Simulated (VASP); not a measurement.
Input of a VASP 6.6.1 run:

INCAR

```
PREC     = Accurate       # precision mode
ENCUT    = 520            # plane-wave cutoff, eV
EDIFF    = 1E-6           # SCF threshold, eV
ISMEAR   = 0              # smearing method
SIGMA    = 0.2605         # smearing width, eV
LREAL    = False          # projectors in reciprocal space
LASPH    = True           # aspherical terms in the spheres
NELM     = 100            # most SCF steps
ALGO     = Normal         # electronic algorithm
ISIF     = 2              # what is computed and relaxed
LWAVE    = False          # write WAVECAR
LCHARG   = True           # write CHGCAR
GGA      = PE             # functional
LELF     = True           # ELF
LVHAR    = True         
NBANDS   = 45             # bands
```

Contents of KPOINTS:

```
Automatic mesh
0
Gamma
  5 4 4
```

File POSCAR:

```
Hg
1.0
    6.3264429100      0.0000000000      0.0000000000
    0.0000000000      6.8763506300      0.0000000000
   -2.8377542100      0.0000000000      6.2557963000
Hg
6
Direct
    0.0000000000      0.0000000000      0.0000000000
    0.0000000000      0.5000000000      0.5000000000
    0.4250000000      0.3600000000      0.2650000000
    0.5750000000      0.8600000000      0.2350000000
    0.5750000000      0.6400000000      0.7350000000
    0.4250000000      0.1400000000      0.7650000000
```

Potentials or basis: VASP PAW PBE potentials, release 64 (Hg).

Run with:

```console
$ cat potpaw_PBE.64/Hg/POTCAR > POTCAR
$ mpirun -np 1 vasp_std > vasp.out
```

Question: Predict the band gap on the k mesh.

Answer: 1.87 eV (least direct gap 1.93 eV).

Question: Estimate the pressure.

Answer: -0.5 GPa.

Question: What does it give for the largest force?

Answer: 0.037 eV/Å.

Forces in eV/Å, atoms in the order of the input:
```
Hg   0.000  0.000  0.000
Hg   0.000  0.000  0.000
Hg  -0.025 -0.023  0.016
Hg   0.025 -0.023 -0.016
Hg   0.025  0.023 -0.016
Hg  -0.025  0.023  0.016
```

Caveat: so wide a smearing shifts energies and pressures; spin-orbit coupling is left out, which moves the levels of the heavy elements. A k mesh can miss the band edges.
